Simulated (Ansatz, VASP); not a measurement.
**Cd2Se3S: VASP beside Ansatz**

```xyz
6
Lattice="3.7832 0.0000 0.0000 0.0000 3.7832 0.0000 0.0000 0.0000 11.4075" Properties=species:S:1:pos:R:3 pbc="T T T"
Cd    0.0000    1.8916    6.8269
Cd    1.8916    0.0000    4.5805
Se    1.8916    1.8916    0.0000
Se    0.0000    1.8916    3.9910
Se    1.8916    0.0000    7.4165
S     0.0000    0.0000    0.0000
```

Change from the starting cell: species swapped into the Zr2CuSb3 type (P-4m2, No. 115).

Alike in both runs: functional PBE; k mesh 6 × 6 × 2; occupations gaussian, width 0.1 eV; no spin polarisation.

Ansatz relaxed the structure, and its values are those at the end. VASP's run is a single point on that final structure, the one shown.

|  | VASP | Ansatz |
| --- | --- | --- |
| version | VASP 6.6.1 | Ansatz 0.2.0 |
| potentials or method | VASP PAW PBE potentials, release 64 (Cd, Se, S), cutoff 520 eV | scalar-relativistic, plane waves, PAW |
| valence electrons in the cell | 48 | 94 |

```csv
,VASP,Ansatz,Ansatz less VASP
gap on the k mesh at the Fermi level (eV),none,none,-
pressure (GPa),0.4,0.2,-0.24
rms of the force components (eV/Å),0.021,0.007,-0.0140
```

A gap of «none» marks a metal or a gap that the smearing closes. VASP's potentials hold 48 valence electrons a cell and Ansatz's 94, so a difference there can come from the potentials and not from the codes.
